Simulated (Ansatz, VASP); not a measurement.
**One calculation of SiC, two programs**

```
Si C
1.0
     0.00000    2.18613    2.14512
     2.18613    0.00000    2.14512
     2.18613    2.18613    0.00000
Si C
1 1
Direct
  0.00000 0.00000 0.00000
  0.25000 0.25000 0.25000
```

Change from the starting cell: strained cell.

Alike in both runs: functional LDA; k mesh 10 × 10 × 10; occupations gaussian, width 0.02 eV; no spin polarisation.

Ansatz relaxed the structure, and its values are those at the end. VASP's run is a single point on that final structure, the one shown.

|  | VASP | Ansatz |
| --- | --- | --- |
| version | VASP 6.6.1 | Ansatz 0.2.0 |
| potentials or method | VASP PAW LDA potentials, release 64 (Si, C), cutoff 600 eV | scalar-relativistic, plane waves, PAW |
| valence electrons in the cell | 8 | 8 |

|  | VASP | Ansatz | Ansatz less VASP |
| --- | --- | --- | --- |
| gap on the k mesh at the Fermi level (eV) | 1.10 | 1.11 | +0.012 |
| least direct gap on the mesh (eV) | 4.48 | 4.50 | +0.012 |
| pressure (GPa) | -2.2 | -2.5 | -0.25 |

LDA's correlation is that of Perdew and Zunger in VASP and of Perdew and Wang (1992) in Ansatz. Ansatz's warnings: stress scf threshold loose.
